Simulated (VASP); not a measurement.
# Sr (Pm-3m) in VASP: notebook

The runs below take Sr through single point, with RPBE.

All numbers are computed with VASP 6.6.1; they aren't measurements. Logs are shortened: lines on timing, memory, paths and dates and some standing lists are left out, and cuts for length are marked.

## (1) The cell of the first run

It takes space group Pm-3m (No. 221, cubic). The conventional cell has a = 3.802 Å, b = 3.802 Å, c = 3.802 Å, α = 90.00°, β = 90.00°, γ = 90.00°. Within 5.0 Å of Sr (site symmetry m-3m) lie 6 Sr at 3.80 Å.

## (2) Single point, RPBE (volume scaled by 0.88)

The input, INCAR:

```
SYSTEM = Sr
PREC     = Accurate       ! precision mode
ENCUT    = 520            ! plane-wave cutoff, eV
EDIFF    = 1E-6           ! SCF threshold, eV
ISMEAR   = -1             ! smearing method
SIGMA    = 0.1            ! smearing width, eV
LREAL    = .FALSE.        ! projectors in reciprocal space
LASPH    = .TRUE.         ! aspherical terms in the spheres
NELM     = 80             ! most SCF steps
ALGO     = Normal         ! electronic algorithm
ISIF     = 2              ! what is computed and relaxed
LWAVE    = .FALSE.        ! write WAVECAR
LCHARG   = .TRUE.         ! write CHGCAR
GGA      = RP             ! functional
LELF     = .TRUE.         ! ELF
LVHAR    = .TRUE.       
NBANDS   = 11             ! bands
```

The input, KPOINTS:

```
Automatic mesh
0
G
  9 9 9
  0 0 0
```

The input, POSCAR:

```
Sr
1.0
    3.8018437314      0.0000000000      0.0000000000
    0.0000000000      3.8018437314      0.0000000000
    0.0000000000      0.0000000000      3.8018437314
Sr
1
Direct
    0.0000000000      0.0000000000      0.0000000000
```

Potentials or basis: VASP PAW PBE potentials, release 64 (Sr_sv).

Launch:

```
$ cat potpaw_PBE.64/Sr_sv/POTCAR > POTCAR
$ mpirun -np 1 vasp_std > vasp.out
```

OUTCAR:

```text
SYSTEM = Sr
   PREC = Accurate
   ENCUT = 520
   EDIFF = 1E-6
   ISMEAR = -1
   LREAL = .FALSE.
   LASPH = .TRUE.
   NELM = 80
   ISIF = 2
   GGA = RP

 ion  position               nearest neighbor table
   1  0.000  0.000  0.000-

  LATTYP: Found a simple cubic cell.
 ALAT       =     3.8018437314

  Lattice vectors:

 A1 = (   3.8018437314,   0.0000000000,   0.0000000000)
 A2 = (   0.0000000000,   3.8018437314,   0.0000000000)
 A3 = (   0.0000000000,   0.0000000000,   3.8018437314)

Analysis of symmetry for initial positions (statically):
=====================================================================
 Subroutine PRICEL returns:
 Original cell was already a primitive cell.

 Routine SETGRP: Setting up the symmetry group for a
 simple cubic supercell.

 Subroutine GETGRP returns: Found 48 space group operations
 (whereof 48 operations were pure point group operations)
 out of a pool of 48 trial point group operations.

The static configuration has the point symmetry O_h .

Analysis of symmetry for dynamics (positions and initial velocities):
=====================================================================
 Subroutine PRICEL returns:
 Original cell was already a primitive cell.

 Routine SETGRP: Setting up the symmetry group for a
 simple cubic supercell.

 Subroutine GETGRP returns: Found 48 space group operations
 (whereof 48 operations were pure point group operations)
 out of a pool of 48 trial point group operations.

The dynamic configuration has the point symmetry O_h .

 Subroutine INISYM returns: Found 48 space group operations
 (whereof 48 operations are pure point group operations),
 and found     1 'primitive' translations

----------------------------------------------------------------------------------------

                                     Primitive cell

  volume of cell :      54.9519

  direct lattice vectors                    reciprocal lattice vectors
     3.801843731  0.000000000  0.000000000     0.263030274  0.000000000  0.000000000
     0.000000000  3.801843731  0.000000000     0.000000000  0.263030274  0.000000000
     0.000000000  0.000000000  3.801843731     0.000000000  0.000000000  0.263030274

  length of vectors
     3.801843731  3.801843731  3.801843731     0.263030274  0.263030274  0.263030274

  position of ions in fractional coordinates (direct lattice)
     0.000000000  0.000000000  0.000000000

  ion indices of the primitive-cell ions
   primitive index   ion index
                 1           1

----------------------------------------------------------------------------------------

 KPOINTS: Automatic mesh

Automatic generation of k-mesh.
 Grid dimensions read from file:
 generate k-points for:    9    9    9

 Generating k-lattice:

  Cartesian coordinates                     Fractional coordinates (reciprocal lattice)
     0.029225586  0.000000000  0.000000000     0.111111111  0.000000000  0.000000000
     0.000000000  0.029225586  0.000000000     0.000000000  0.111111111  0.000000000
     0.000000000  0.000000000  0.029225586     0.000000000  0.000000000  0.111111111

  Length of vectors
     0.029225586  0.029225586  0.029225586

  Shift w.r.t. Gamma in fractional coordinates (k-lattice)
     0.000000000  0.000000000  0.000000000

 Subroutine IBZKPT returns following result:
 ===========================================

 Found     35 irreducible k-points:

 Following reciprocal coordinates:
            Coordinates               Weight
  0.000000  0.000000  0.000000      1.000000
  0.111111  0.000000  0.000000      6.000000
  0.222222  0.000000  0.000000      6.000000
  0.333333  0.000000  0.000000      6.000000
  0.444444  0.000000  0.000000      6.000000
  0.111111  0.111111  0.000000     12.000000
[... 16 lines left out ...]
  0.333333  0.333333  0.111111     24.000000
  0.444444  0.333333  0.111111     48.000000
 [... further k-points ...]
   k-points           NKPTS =     35   k-points in BZ     NKDIM =     35   number of bands    NBANDS=     11
   number of dos      NEDOS =    301   number of ions     NIONS =      1
   total plane-waves  NPLWV =  21952
   dimension x,y,z NGX =    28 NGY =   28 NGZ =   28
   dimension x,y,z NGXF=    56 NGYF=   56 NGZF=   56
   ions per type =               1
   NGX,Y,Z   is equivalent  to a cutoff of  12.24, 12.24, 12.24 a.u.
   NGXF,Y,Z  is equivalent  to a cutoff of  24.49, 24.49, 24.49 a.u.
 SYSTEM =  Sr
   PREC   = accura    normal or accurate (medium, high low for compatibility)
   ISTART =      0    job   : 0-new  1-cont  2-samecut
   ICHARG =      2    charge: 1-file 2-atom 10-const
   ISPIN  =      1    spin polarized calculation?
   LNONCOLLINEAR =      F non collinear calculations
   LSORBIT =      F    spin-orbit coupling
   LASPH  =      T    aspherical Exc in radial PAW
   ENCUT  =  520.0 eV  38.22 Ry    6.18 a.u.   7.07  7.07  7.07*2*pi/ulx,y,z
   NELM   =     80;   NELMIN=  2; NELMDL= -5     # of ELM steps
   EDIFF  = 0.1E-05   stopping-criterion for ELM
   LREAL  =      F    real-space projection
   EDIFFG = 0.1E-04   stopping-criterion for IOM
   NSW    =      0    number of steps for IOM
   IBRION =     -1    ionic relax: 0-MD 1-quasi-New 2-CG
   NFREE  =      0    steps in history (QN), initial steepest desc. (CG)
   ISIF   =      2    stress and relaxation
   ISYM   =      2    0-nonsym 1-usesym 2-fastsym
   POTIM  = 0.5000    time-step for ionic-motion
   TEBEG  =    0.0;   TEEND  =   0.0 temperature during run
   PSTRESS=    0.0 pullay stress
   NELECT =      10.0000    total number of electrons
   NUPDOWN=      -1.0000    fix difference up-down
   EMIN   =  10.00;   EMAX   =-10.00  energy-range for DOS
   EFERMI =   0.00;   METHOD = LEGACY
   ISMEAR =    -1;   SIGMA  =   0.10  broadening in eV -4-tet -1-fermi 0-gaus
   EFERMI_NEDOS =   21; number of points for ismear=-14 and -15
   IALGO  =     38    algorithm
   IMIX   =      4    mixing-type and parameters
     AMIX     =   0.40;   BMIX     =  1.00
     AMIX_MAG =   1.60;   BMIX_MAG =  1.00
  volume/ion in A,a.u.               =      54.95       370.83
  Fermi-wavevector in a.u.,A,eV,Ry     =   0.927714  1.753124 11.709887  0.860652
  Thomas-Fermi vector in A             =   2.053813
   LORBIT       =      0    0 simple, 1 ext, 2 COOP (PROOUT), +10 PAW based schemes
   GGA     = RP    functional components
   LHFCALC =     F    Hartree Fock is set to
   AEXX    =    0.0000 exact exchange contribution
   IVDW    =     0    specifies the selected vdW correction
   LEPSILON=     F    determine dielectric tensor
   LRPA    =     F    only Hartree local field effects (RPA)
 non-spin polarized calculation
  energy-cutoff  :      520.00
  volume of cell :       54.95
 maximum number of plane-waves:      1498
   NGX = 15   NGY = 15   NGZ = 15

 number of electron      10.0000000 magnetization

 Free energy of the ion-electron system (eV)
  ---------------------------------------------------
  ext. energy  EPLUGINS =         0.00000000
  ---------------------------------------------------
  free energy    TOTEN  =        -1.07585958 eV

  energy without entropy =       -1.03488363  energy(sigma->0) =       -1.05537161

 E-fermi :   1.5674     XC(G=0):  -7.2252

 val. band max:        1.5541662693   @ k =   0.4444   0.1111   0.0000
 cond. band min:       1.5780397329   @ k =   0.4444   0.3333   0.3333
 fundamental gap:      0.0238734636
 Fermi energy:         1.5674255185

 k-point     1 :       0.0000    0.0000    0.0000
  band No.  band energies     occupation
      1     -35.2955      2.00000
      2     -17.1426      2.00000
      3     -17.1426      2.00000
      4     -17.1426      2.00000
      5      -1.8701      2.00000
      6       2.3105      0.00118
      7       2.3105      0.00118
      8       6.6356      0.00000
      9       6.6356      0.00000
     10       6.6356      0.00000
     11       9.1461      0.00000

 k-point     2 :       0.1111    0.0000    0.0000
  band No.  band energies     occupation
      1     -35.2930      2.00000
      2     -17.1797      2.00000
      3     -17.1395      2.00000
      4     -17.1395      2.00000
      5      -1.7045      2.00000
      6       2.3705      0.00065
      7       2.3882      0.00055
      8       6.2583      0.00000
      9       6.2583      0.00000
     10       6.6579      0.00000
     11       8.3897      0.00000

 k-point     3 :       0.2222    0.0000    0.0000
  band No.  band energies     occupation
      1     -35.2869      2.00000
      2     -17.2720      2.00000
      3     -17.1316      2.00000
      4     -17.1316      2.00000
      5      -1.2372      2.00000
      6       2.4730      0.00023
      7       2.5322      0.00013
      8       5.5974      0.00000
      9       5.5974      0.00000
     10       6.7156      0.00000
     11       7.4586      0.00000

 k-point     4 :       0.3333    0.0000    0.0000
  band No.  band energies     occupation
      1     -35.2799      2.00000
      2     -17.3745      2.00000
      3     -17.1225      2.00000
      4     -17.1225      2.00000
      5      -0.5458      2.00000
      6       2.1968      0.00369
      7       2.7367      0.00002
      8       5.0568      0.00000
      9       5.0568      0.00000
     10       6.7831      0.00000
     11       7.3166      0.00000
[... 239 lines left out ...]
 k-point    22 :       0.4444    0.2222    0.1111
  band No.  band energies     occupation
      1     -35.2646      2.00000
      2     -17.4190      2.00000
      3     -17.2366      2.00000
      4     -17.1408      2.00000
      5       0.9026      1.99741
      6       1.7059      0.40063
      7       3.4088      0.00000
      8       3.9147      0.00000
      9       5.1977      0.00000
     10       5.6324      0.00000
     11       8.0199      0.00000

 k-point    23 :       0.3333    0.3333    0.1111
  band No.  band energies     occupation
      1     -35.2623      2.00000
      2     -17.3455      2.00000
      3     -17.3393      2.00000
      4     -17.1377      2.00000
      5       0.6606      1.99977
      6       2.3392      0.00089
      7       3.3822      0.00000
      8       4.0709      0.00000
      9       5.0365      0.00000
     10       5.2997      0.00000
     11       8.3134      0.00000

 k-point    24 :       0.4444    0.3333    0.1111
  band No.  band energies     occupation
      1     -35.2578      2.00000
      2     -17.4055      2.00000
      3     -17.3342      2.00000
      4     -17.1317      2.00000
      5       1.1141      1.97874
      6       2.0587      0.01459
      7       3.5475      0.00000
      8       3.8479      0.00000
      9       5.2659      0.00000
     10       5.4018      0.00000
     11       8.0121      0.00000

 [... further k-points ...]
[... 5 lines left out ...]
  --------------------------------------------------------------------------------------
  -------------------------------------------------------------------------------------
  Total        0.3218235      0.3218235      0.3218235      0.0000000     -0.0000000      0.0000000
  in kB        9.3830830      9.3830830      9.3830830      0.0000000     -0.0000000      0.0000000
  external PRESSURE =       9.3830830 kB  Pullay stress =       0.0000000 kB

 VOLUME and BASIS-vectors are now :
 -----------------------------------------------------------------------------
  energy-cutoff  :      520.00
  volume of cell :       54.95
      direct lattice vectors                 reciprocal lattice vectors
     3.801843731  0.000000000  0.000000000     0.263030274  0.000000000  0.000000000
     0.000000000  3.801843731  0.000000000     0.000000000  0.263030274  0.000000000
     0.000000000  0.000000000  3.801843731     0.000000000  0.000000000  0.263030274

 POSITION                                       TOTAL-FORCE (eV/Angst)
 -----------------------------------------------------------------------------------
      0.00000      0.00000      0.00000         0.000000      0.000000      0.000000
 -----------------------------------------------------------------------------------
    total drift:                               -0.000000      0.000000     -0.000000

  FREE ENERGIE OF THE ION-ELECTRON SYSTEM (eV)
  ---------------------------------------------------
  free  energy   TOTEN  =        -1.0758595812 eV

  energy  without entropy=       -1.0348836298  energy(sigma->0) =       -1.05537161
```

Run time: 7 s. Hardware: 1 thread of Intel Xeon 6975P-C (Granite Rapids), shared host; peak memory 0.16 GiB.

What came out:

- Free energy: -1.0759 eV
- Pressure: 0.9 GPa
- Band gap on the k mesh: zero (band 5 reaches 1.98 eV, above the bottom of band 6 at 1.55 eV)

Caveat: the PAW data sets were made with another functional, which shifts forces and pressure a little.

## (3) Single point, RPBE (volume scaled by 0.92)

The input, INCAR:

```
SYSTEM = Sr
PREC = Accurate
ENCUT = 520
EDIFF = 1E-7
ISMEAR = -1
SIGMA = 0.1
LREAL = .False.
LASPH = .True.
NELM = 60
ALGO = Normal
ISIF = 2
LWAVE = .False.
LCHARG = .False.
GGA = RP
NBANDS = 11
```

The input, KPOINTS:

```
regular mesh
0
Gamma
  9 9 9
  0 0 0
```

The input, POSCAR:

```
Sr
1.0
    3.8585960347      0.0000000000      0.0000000000
    0.0000000000      3.8585960347      0.0000000000
    0.0000000000      0.0000000000      3.8585960347
Sr
1
Direct
    0.0000000000      0.0000000000      0.0000000000
```

Potentials or basis: VASP PAW PBE potentials, release 64 (Sr_sv).

Launch:

```
$ cat potpaw_PBE.64/Sr_sv/POTCAR > POTCAR
$ mpirun -np 1 vasp_std > vasp.out
```

Wall time 8.7 s (1 thread of Intel Xeon 6975P-C (Granite Rapids), shared host); peak memory 0.17 GiB.

The run converged. Its results:

- Free energy: -1.0876 eV
- Pressure: 0.6 GPa
- Band gap on the k mesh: zero (band 5 reaches 1.86 eV, above the bottom of band 6 at 1.36 eV)

Levels at points of the mesh, in eV from the Fermi level:
| k point | band 3 | band 4 | band 5 | band 6 | band 7 | band 8 |
| --- | --- | --- | --- | --- | --- | --- |
| (0.00, 0.00, 0.00) | -18.78 | -18.78 | -3.38 | 0.76 | 0.76 | 4.90 |

Caveat: the PAW data sets were made with another functional, which shifts forces and pressure a little.

## (4) Single point, RPBE (volume scaled by 0.96)

The input, INCAR:

```
SYSTEM = Sr
PREC     = Accurate       ! precision mode
ENCUT    = 520            ! plane-wave cutoff, eV
EDIFF    = 1E-6           ! SCF threshold, eV
ISMEAR   = -1             ! smearing method
SIGMA    = 0.1            ! smearing width, eV
LREAL    = .FALSE.        ! projectors in reciprocal space
LASPH    = .TRUE.         ! aspherical terms in the spheres
NELM     = 60             ! most SCF steps
ALGO     = Normal         ! electronic algorithm
ISIF     = 2              ! what is computed and relaxed
LWAVE    = .FALSE.        ! write WAVECAR
LCHARG   = .FALSE.        ! write CHGCAR
GGA      = RP             ! functional
NBANDS   = 11             ! bands
```

The input, KPOINTS:

```
regular mesh
0
G
  9 9 9
  0 0 0
```

The input, POSCAR:

```
Sr
1.0
    3.9137262836      0.0000000000      0.0000000000
    0.0000000000      3.9137262836      0.0000000000
    0.0000000000      0.0000000000      3.9137262836
Sr
1
Direct
    0.0000000000      0.0000000000      0.0000000000
```

Launch:

```
$ cat potpaw_PBE.64/Sr_sv/POTCAR > POTCAR
$ mpirun -np 1 vasp_std > vasp.out
```

Run time: 7.6 s. Hardware: 1 thread of Intel Xeon 6975P-C (Granite Rapids), shared host; peak memory 0.16 GiB.

The run converged. Its results:

```
Free energy            : -1.0941 eV
Pressure               : 0.2 GPa
Band gap on the k mesh : zero (band 5 reaches 1.76 eV, above the bottom of band 6 at 1.19 eV)
```

Levels at points of the mesh, in eV from the Fermi level:
| k point | band 3 | band 4 | band 5 | band 6 | band 7 | band 8 |
| --- | --- | --- | --- | --- | --- | --- |
| (0.00, 0.00, 0.00) | -18.86 | -18.86 | -3.33 | 0.77 | 0.77 | 4.74 |

Caveat: the PAW data sets were made with another functional, which shifts forces and pressure a little.

[end of part 1 of 2]
